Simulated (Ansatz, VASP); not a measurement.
**One calculation of Pt, two programs**

The input POSCAR:

```
Pt
1.0
    0.0000000000      1.9705765473      1.9705765473
    1.9705765473      0.0000000000      1.9705765473
    1.9705765473      1.9705765473      0.0000000000
Pt
1
Direct
    0.0000000000      0.0000000000      0.0000000000
```

The input INCAR.step1:

```
ALGO = Normal ; EDIFF = 1E-4
ENCUT = 520 ; GGA = PE
ISMEAR = 0 ; LASPH = True
LCHARG = False ; LREAL = False
LWAVE = True ; NBANDS = 11
NELM = 100 ; PREC = Accurate
SIGMA = 0.3
```

File INCAR.step2:

```
ALGO = Normal ; EDIFF = 1E-7
ENCUT = 520 ; ISIF = 2
ISMEAR = 0 ; ISTART = 1
LASPH = True ; LCHARG = False
LMIXTAU = True ; LREAL = False
LWAVE = False ; METAGGA = R2SCAN
NBANDS = 11 ; NELM = 100
PREC = Accurate ; SIGMA = 0.3
```

KPOINTS

```
k-points
0
Gamma
  14 14 14
```

Input for Ansatz:

```yaml
crystal:
  lattice:
    - [0.0, 1.9705765473, 1.9705765473]
    - [1.9705765473, 0.0, 1.9705765473]
    - [1.9705765473, 1.9705765473, 0.0]
  atoms:
    - { symbol: Pt, position: [0.0, 0.0, 0.0] }
hamiltonian:
  xc: r2scan
  pseudopotentials:
    kind: paw
    azcp:
      Pt: "pseudopotentials/Pt.paw.azcp"
basis:
  ecutwfc: 500
  fft_grid_basis: typed
kpoints:
  mp_grid: { grid: [14, 14, 14], shift: [0, 0, 0] }
magnetization:
  spin_polarized: false
scf:
  occupations: { method: gaussian, width: 0.3 }
  lower_state_search: "off"
output:
  stress: true
```

Alike in both runs: task single point; functional r2SCAN; k mesh 14 × 14 × 14; occupations gaussian, width 0.3 eV; no spin polarisation.

|  | VASP | Ansatz |
| --- | --- | --- |
| version | VASP 6.6.1 | Ansatz 0.2.0 |
| potentials or method | VASP PAW PBE potentials, release 64 (Pt), cutoff 520 eV | plane waves (500 eV) with PAW, scalar-relativistic |
| valence electrons in the cell | 10 | 18 |

VASP gave:

* pressure (GPa): 0.8

**Question.** What did Ansatz give for the same quantities?

**Answer.** Pressure (GPa): 0.2.

VASP's potentials were made for PBE, not for r2SCAN. VASP's potentials hold 10 valence electrons a cell and Ansatz's 18, so a difference there can come from the potentials and not from the codes.

Spin-orbit coupling is off throughout.
